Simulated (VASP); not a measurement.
# TaN (P-62m) in VASP: settings compared

The runs below take TaN through single point, with PBEsol+D3(BJ), LDA, PBEsol+D4, revPBE+D3(BJ).

All numbers are computed with VASP 6.6.1; they aren't measurements. Logs are shortened: lines on timing, memory, paths and dates and some standing lists are left out, and cuts for length are marked.

### 1 The cell of the first run

The structure is hexagonal, space group P-62m (No. 189). The conventional cell has a = 5.145 Å, b = 5.145 Å, c = 2.879 Å, α = 90.00°, β = 90.00°, γ = 120.00°. Ta (site symmetry -62m) has 3 N at 2.03 Å within 2.7 Å. Ta (site symmetry -6) has 6 N at 2.14 Å within 2.8 Å. N (site symmetry m2m) has 5 Ta at 2.03 to 2.14 Å within 2.7 Å.

### 2 Single point, PBEsol+D3(BJ)

INCAR reads:

```
SYSTEM = TaN
ALGO = Normal
EDIFF = 1E-6
ENCUT = 520
GGA = PS
ISIF = 2
ISMEAR = -1
IVDW = 12
LASPH = .TRUE.
LCHARG = .FALSE.
LREAL = .FALSE.
LWAVE = .FALSE.
NBANDS = 33
NELM = 80
PREC = Accurate
SIGMA = 0.05
```

KPOINTS reads:

```
k-points
0
G
  6 6 9
  0 0 0
```

POSCAR reads:

```
TaN
1.0
    5.1447428626      0.0000000000      0.0000000000
   -2.5723714313      4.4554780150      0.0000000000
    0.0000000000      0.0000000000      2.8786573572
Ta N
3 3
Direct
    0.0000000000      0.0000000000      0.0000000000
    0.6666666667      0.3333333333      0.5000000000
    0.3333333333      0.6666666667      0.5000000000
    0.0000000000      0.3941643007      0.0000000000
    0.6058356993      0.6058356993      0.0000000000
    0.3941643007      0.0000000000      0.0000000000
```

Potentials or basis: VASP PAW PBE potentials, release 64 (Ta_pv, N).

Command:

```console
cat potpaw_PBE.64/Ta_pv/POTCAR potpaw_PBE.64/N/POTCAR > POTCAR
mpirun -np 1 vasp_std > vasp.out
```

OUTCAR:

```text
SYSTEM = TaN
   EDIFF = 1E-6
   ENCUT = 520
   GGA = PS
   ISIF = 2
   ISMEAR = -1
   IVDW = 12
   LASPH = .TRUE.
   LREAL = .FALSE.
   NELM = 80
   PREC = Accurate
 IVDW          = 12

 ion  position               nearest neighbor table
   1  0.000  0.000  0.000-   6 2.03   5 2.03   4 2.03   3 3.30   2 3.30   2 3.30   3 3.30   2 3.30
                             2 3.30   3 3.30   3 3.30   2 3.30   2 3.30   3 3.30   3 3.30
   2  0.667  0.333  0.500-   4 2.14   4 2.14   6 2.14   6 2.14   5 2.14   5 2.14   3 2.97   3 2.97
                             3 2.97   1 3.30   1 3.30   1 3.30   1 3.30   1 3.30   1 3.30
   3  0.333  0.667  0.500-   6 2.14   6 2.14   4 2.14   4 2.14   5 2.14   5 2.14   2 2.97   2 2.97
                             2 2.97   1 3.30   1 3.30   1 3.30   1 3.30   1 3.30   1 3.30
   4  0.000  0.394  0.000-   1 2.03   2 2.14   2 2.14   3 2.14   3 2.14
   5  0.606  0.606  0.000-   1 2.03   3 2.14   3 2.14   2 2.14   2 2.14
   6  0.394  0.000  0.000-   1 2.03   3 2.14   3 2.14   2 2.14   2 2.14

  LATTYP: Found a hexagonal cell.
 ALAT       =     5.1447428626
 C/A-ratio  =     0.5595337676

  Lattice vectors:

 A1 = (   5.1447428626,   0.0000000000,   0.0000000000)
 A2 = (  -2.5723714313,   4.4554780150,   0.0000000000)
 A3 = (   0.0000000000,   0.0000000000,   2.8786573572)

Analysis of symmetry for initial positions (statically):
=====================================================================
 Subroutine PRICEL returns:
 Original cell was already a primitive cell.

 Routine SETGRP: Setting up the symmetry group for a
 hexagonal supercell.

 Subroutine GETGRP returns: Found 12 space group operations
 (whereof 12 operations were pure point group operations)
 out of a pool of 24 trial point group operations.

The static configuration has the point symmetry D_3h.

Analysis of symmetry for dynamics (positions and initial velocities):
=====================================================================
 Subroutine PRICEL returns:
 Original cell was already a primitive cell.

 Routine SETGRP: Setting up the symmetry group for a
 hexagonal supercell.

 Subroutine GETGRP returns: Found 12 space group operations
 (whereof 12 operations were pure point group operations)
 out of a pool of 24 trial point group operations.

The dynamic configuration has the point symmetry D_3h.

 Subroutine INISYM returns: Found 12 space group operations
 (whereof 12 operations are pure point group operations),
 and found     1 'primitive' translations

----------------------------------------------------------------------------------------

                                     Primitive cell

  volume of cell :      65.9854

  direct lattice vectors                    reciprocal lattice vectors
     5.144742863  0.000000000  0.000000000     0.194373174  0.112221404  0.000000000
    -2.572371431  4.455478015  0.000000000     0.000000000  0.224442809  0.000000000
     0.000000000  0.000000000  2.878657357     0.000000000  0.000000000  0.347384171

  length of vectors
     5.144742863  5.144742863  2.878657357     0.224442809  0.224442809  0.347384171

  position of ions in fractional coordinates (direct lattice)
     0.000000000  0.000000000  0.000000000
     0.666666667  0.333333333  0.500000000
     0.333333333  0.666666667  0.500000000
     0.000000000  0.394164301  0.000000000
     0.605835699  0.605835699  0.000000000
     0.394164301  0.000000000  0.000000000

  ion indices of the primitive-cell ions
   primitive index   ion index
                 1           1
                 2           2
                 3           3
                 4           4
                 5           5
                 6           6

----------------------------------------------------------------------------------------

 KPOINTS: k-points

Automatic generation of k-mesh.
 Grid dimensions read from file:
 generate k-points for:    6    6    9

 Generating k-lattice:

  Cartesian coordinates                     Fractional coordinates (reciprocal lattice)
     0.032395529  0.018703567  0.000000000     0.166666667  0.000000000  0.000000000
     0.000000000  0.037407135  0.000000000     0.000000000  0.166666667  0.000000000
     0.000000000  0.000000000  0.038598241     0.000000000  0.000000000  0.111111111

  Length of vectors
     0.037407135  0.037407135  0.038598241

  Shift w.r.t. Gamma in fractional coordinates (k-lattice)
     0.000000000  0.000000000  0.000000000

 Subroutine IBZKPT returns following result:
 ===========================================

 Found     35 irreducible k-points:

 Following reciprocal coordinates:
            Coordinates               Weight
  0.000000  0.000000  0.000000      1.000000
  0.166667  0.000000  0.000000      6.000000
  0.333333  0.000000  0.000000      6.000000
  0.500000  0.000000  0.000000      3.000000
  0.166667  0.166667  0.000000      6.000000
  0.333333  0.166667  0.000000     12.000000
[... 16 lines left out ...]
  0.166667  0.000000  0.333333     12.000000
  0.333333  0.000000  0.333333     12.000000
 [... further k-points ...]
   k-points           NKPTS =     35   k-points in BZ     NKDIM =     35   number of bands    NBANDS=     33
   number of dos      NEDOS =    301   number of ions     NIONS =      6
   total plane-waves  NPLWV =  38400
   dimension x,y,z NGX =    40 NGY =   40 NGZ =   24
   dimension x,y,z NGXF=    80 NGYF=   80 NGZF=   48
   ions per type =               3   3
   NGX,Y,Z   is equivalent  to a cutoff of  12.93, 12.93, 13.86 a.u.
   NGXF,Y,Z  is equivalent  to a cutoff of  25.85, 25.85, 27.72 a.u.
 SYSTEM =  TaN
   PREC   = accura    normal or accurate (medium, high low for compatibility)
   ISTART =      0    job   : 0-new  1-cont  2-samecut
   ICHARG =      2    charge: 1-file 2-atom 10-const
   ISPIN  =      1    spin polarized calculation?
   LNONCOLLINEAR =      F non collinear calculations
   LSORBIT =      F    spin-orbit coupling
   LASPH  =      T    aspherical Exc in radial PAW
   ENCUT  =  520.0 eV  38.22 Ry    6.18 a.u.   9.57  9.57  5.35*2*pi/ulx,y,z
   NELM   =     80;   NELMIN=  2; NELMDL= -5     # of ELM steps
   EDIFF  = 0.1E-05   stopping-criterion for ELM
   LREAL  =      F    real-space projection
   EDIFFG = 0.1E-04   stopping-criterion for IOM
   NSW    =      0    number of steps for IOM
   IBRION =     -1    ionic relax: 0-MD 1-quasi-New 2-CG
   NFREE  =      0    steps in history (QN), initial steepest desc. (CG)
   ISIF   =      2    stress and relaxation
   ISYM   =      2    0-nonsym 1-usesym 2-fastsym
   POTIM  = 0.5000    time-step for ionic-motion
   TEBEG  =    0.0;   TEEND  =   0.0 temperature during run
   PSTRESS=    0.0 pullay stress
   NELECT =      48.0000    total number of electrons
   NUPDOWN=      -1.0000    fix difference up-down
   EMIN   =  10.00;   EMAX   =-10.00  energy-range for DOS
   EFERMI =   0.00;   METHOD = LEGACY
   ISMEAR =    -1;   SIGMA  =   0.05  broadening in eV -4-tet -1-fermi 0-gaus
   EFERMI_NEDOS =   21; number of points for ismear=-14 and -15
   IALGO  =     38    algorithm
   IMIX   =      4    mixing-type and parameters
     AMIX     =   0.40;   BMIX     =  1.00
     AMIX_MAG =   1.60;   BMIX_MAG =  1.00
  volume/ion in A,a.u.               =      11.00        74.22
  Fermi-wavevector in a.u.,A,eV,Ry     =   1.472333  2.782305 29.494210  2.167763
  Thomas-Fermi vector in A             =   2.587360
   LORBIT       =      0    0 simple, 1 ext, 2 COOP (PROOUT), +10 PAW based schemes
   GGA     = PS    functional components
   LHFCALC =     F    Hartree Fock is set to
   AEXX    =    0.0000 exact exchange contribution
   IVDW    =    12    specifies the selected vdW correction
   LEPSILON=     F    determine dielectric tensor
   LRPA    =     F    only Hartree local field effects (RPA)
 non-spin polarized calculation
  energy-cutoff  :      520.00
  volume of cell :       65.99
 maximum number of plane-waves:      1799
 NGX is ok and might be reduce to    40
   NGX = 19   NGY = 19   NGZ = 11

 number of electron      47.9999998 magnetization

 Free energy of the ion-electron system (eV)
  ---------------------------------------------------
  ext. energy  EPLUGINS =         0.00000000
  ---------------------------------------------------
  free energy    TOTEN  =       -71.40794094 eV

  energy without entropy =      -71.40139263  energy(sigma->0) =      -71.40466679

 E-fermi :   8.4987     XC(G=0): -13.3284

 val. band max:        8.4946434278   @ k =   0.1667   0.0000   0.3333
 cond. band min:       8.4989637123   @ k =   0.0000   0.0000   0.2222
 fundamental gap:      0.0043202845
 Fermi energy:         8.4986715298

 k-point     1 :       0.0000    0.0000    0.0000
  band No.  band energies     occupation
      1     -27.6645      2.00000
      2     -27.6645      2.00000
      3     -27.2803      2.00000
      4     -27.2803      2.00000
      5     -27.0734      2.00000
      6     -26.9504      2.00000
[... 25 lines left out ...]
     32      11.8341      0.00000
     33      11.8341      0.00000

 k-point     2 :       0.1667    0.0000    0.0000
  band No.  band energies     occupation
      1     -27.6917      2.00000
      2     -27.6580      2.00000
      3     -27.2526      2.00000
      4     -27.2436      2.00000
      5     -27.0656      2.00000
      6     -26.9575      2.00000
[... 25 lines left out ...]
     32      11.7799      0.00000
     33      12.0467      0.00000

 k-point     3 :       0.3333    0.0000    0.0000
  band No.  band energies     occupation
      1     -27.7368      2.00000
      2     -27.6075      2.00000
      3     -27.2691      2.00000
      4     -27.1769      2.00000
      5     -27.0459      2.00000
      6     -26.9758      2.00000
[... 25 lines left out ...]
     32      12.5206      0.00000
     33      12.5781      0.00000

 k-point     4 :       0.5000    0.0000    0.0000
  band No.  band energies     occupation
      1     -27.7563      2.00000
      2     -27.5432      2.00000
      3     -27.3413      2.00000
      4     -27.1446      2.00000
      5     -27.0302      2.00000
      6     -26.9908      2.00000
[... 25 lines left out ...]
     32      12.1974      0.00000
     33      12.9472      0.00000

 k-point     5 :       0.1667    0.1667    0.0000
  band No.  band energies     occupation
      1     -27.7138      2.00000
      2     -27.6393      2.00000
      3     -27.2584      2.00000
      4     -27.1897      2.00000
      5     -27.0517      2.00000
      6     -26.9704      2.00000
[... 604 lines left out ...]
 k-point    22 :       0.0000    0.0000    0.3333
  band No.  band energies     occupation
      1     -27.8094      2.00000
      2     -27.6095      2.00000
      3     -27.5356      2.00000
      4     -27.5356      2.00000
      5     -27.1307      2.00000
      6     -27.1307      2.00000
[... 25 lines left out ...]
     32      12.1419      0.00000
     33      12.8176      0.00000

 k-point    23 :       0.1667    0.0000    0.3333
  band No.  band energies     occupation
      1     -27.8047      2.00000
      2     -27.6231      2.00000
      3     -27.5494      2.00000
      4     -27.5183      2.00000
      5     -27.1401      2.00000
      6     -27.1125      2.00000
[... 25 lines left out ...]
     32      12.1510      0.00000
     33      13.3003      0.00000

 k-point    24 :       0.3333    0.0000    0.3333
  band No.  band energies     occupation
      1     -27.7889      2.00000
      2     -27.6564      2.00000
      3     -27.5745      2.00000
      4     -27.4734      2.00000
      5     -27.1821      2.00000
      6     -27.0778      2.00000
[... 25 lines left out ...]
     32      12.3993      0.00000
     33      13.8003      0.00000

 [... further k-points ...]

------------------------ aborting loop because EDIFF is reached ----------------------------------------

 Edisp (eV)   -2.70082

 E8    (eV) :    -1.8753

  FORCE on cell =-STRESS in cart. coord.  units (eV):
  Direction    XX          YY          ZZ          XY          YZ          ZX
  --------------------------------------------------------------------------------------
  -------------------------------------------------------------------------------------
  Total       0.42790     0.42790     0.36833     0.00000     0.00000     0.00000
  in kB      10.38964    10.38964     8.94333     0.00000     0.00000     0.00000
  external pressure =        9.91 kB  Pullay stress =        0.00 kB

 VOLUME and BASIS-vectors are now :
 -----------------------------------------------------------------------------
  energy-cutoff  :      520.00
  volume of cell :       65.99
      direct lattice vectors                 reciprocal lattice vectors
     5.144742863  0.000000000  0.000000000     0.194373174  0.112221404  0.000000000
    -2.572371431  4.455478015  0.000000000     0.000000000  0.224442809  0.000000000
     0.000000000  0.000000000  2.878657357     0.000000000  0.000000000  0.347384171

 POSITION                                       TOTAL-FORCE (eV/Angst)
 -----------------------------------------------------------------------------------
      0.00000      0.00000      0.00000        -0.000000     -0.000000      0.000000
      2.57237      1.48516      1.43933        -0.000000     -0.000000      0.000000
     -0.00000      2.97032      1.43933         0.000000     -0.000000      0.000000
     -1.01394      1.75619      0.00000        -0.004961      0.008593      0.000000
      1.55843      2.69929      0.00000        -0.004961     -0.008593      0.000000
      2.02787      0.00000      0.00000         0.009922     -0.000000      0.000000
 -----------------------------------------------------------------------------------
    total drift:                               -0.000001     -0.000002      0.000000

  FREE ENERGIE OF THE ION-ELECTRON SYSTEM (eV)
  ---------------------------------------------------
  free  energy   TOTEN  =       -74.1087613559 eV

  energy  without entropy=      -74.1022130443  energy(sigma->0) =      -74.10548720
```

It took 82 s on 1 thread of Intel Xeon Platinum 8259CL at 2.50GHz (Skylake/Cascade Lake), shared host; peak memory 0.22 GiB.

What came out:

| Quantity | Value |
| --- | --- |
| Free energy | -74.1088 eV |
| Pressure | 1.0 GPa |
| Largest force | 0.010 eV/Å |
| Band gap on the k mesh | zero (band 24 reaches 10.35 eV, above the bottom of band 25 at 7.14 eV) |
| Dispersion energy per atom | -0.450 eV |

Forces in eV/Å, atoms in the order of the input:
```
Ta   0.000  0.000  0.000
Ta   0.000  0.000  0.000
Ta   0.000  0.000  0.000
N   -0.005  0.009  0.000
N   -0.005 -0.009  0.000
N    0.010  0.000  0.000
```

Stress tensor (GPa, compression positive):
```
1.04 0.00 0.00
0.00 1.04 0.00
0.00 0.00 0.89
```

Caveat: the PAW data sets were made with another functional, which shifts forces and pressure a little; spin-orbit coupling is left out, which moves the levels of the heavy elements; pairwise dispersion overbinds metals, which lowers pressure and volume.

### 3 Single point, LDA

INCAR reads:

```
SYSTEM = TaN
PREC = Accurate
ENCUT = 520
EDIFF = 1E-7
ISMEAR = -1
SIGMA = 0.05
LREAL = .False.
LASPH = .True.
NELM = 80
ALGO = Normal
ISIF = 2
LWAVE = .False.
LCHARG = .False.
NBANDS = 33
```

KPOINTS reads:

```
Automatic mesh
0
Gamma
  6 6 9
  0 0 0
```

POSCAR reads:

```
TaN
1.0
    5.1507094226      0.0000000000      0.0000000000
   -2.5753547113      4.4606452075      0.0000000000
    0.0000000000      0.0000000000      2.8738980045
Ta N
3 3
Direct
    0.0000000000      0.0000000000      0.0000000000
    0.6666666667      0.3333333333      0.5000000000
    0.3333333333      0.6666666667      0.5000000000
    0.0000000000      0.3933415986      0.0000000000
    0.6066584014      0.6066584014      0.0000000000
    0.3933415986      0.0000000000      0.0000000000
```

Potentials or basis: VASP PAW LDA potentials, release 64 (Ta_pv, N).

Command:

```console
cat potpaw_LDA.64/Ta_pv/POTCAR potpaw_LDA.64/N/POTCAR > POTCAR
mpirun -np 1 vasp_std > vasp.out
```

Run time: 75 s. Hardware: 1 thread of Intel Xeon Platinum 8259CL at 2.50GHz (Skylake/Cascade Lake), shared host; peak memory 0.2 GiB.

It converged, with:

```
Free energy            : -74.1358 eV
Pressure               : 1.9 GPa
Largest force          : 0.019 eV/Å
Band gap on the k mesh : zero (band 24 reaches 10.42 eV, above the bottom of band 25 at 7.14 eV)
```

Forces in eV/Å, atoms in the order of the input:
```
Ta   0.000  0.000  0.000
Ta   0.000  0.000  0.000
Ta   0.000  0.000  0.000
N   -0.010  0.017  0.000
N   -0.010 -0.017  0.000
N    0.019  0.000  0.000
```

Levels at points of the mesh, in eV from the Fermi level:
| k point | band 20 | band 21 | band 22 | band 23 | band 24 | band 25 | band 26 | band 27 | band 28 | band 29 |
| --- | --- | --- | --- | --- | --- | --- | --- | --- | --- | --- |
| (0.00, 0.00, 0.00) | -5.14 | -4.32 | -3.32 | -1.99 | -0.97 | -0.97 | 0.58 | 0.58 | 1.84 | 2.03 |
| (0.50, 0.00, 0.00) | -4.68 | -4.00 | -3.95 | -2.90 | -2.73 | 1.29 | 1.84 | 1.96 | 2.48 | 2.49 |

Caveat: spin-orbit coupling is left out, which moves the levels of the heavy elements.

(Continued in part 2 of 2.)
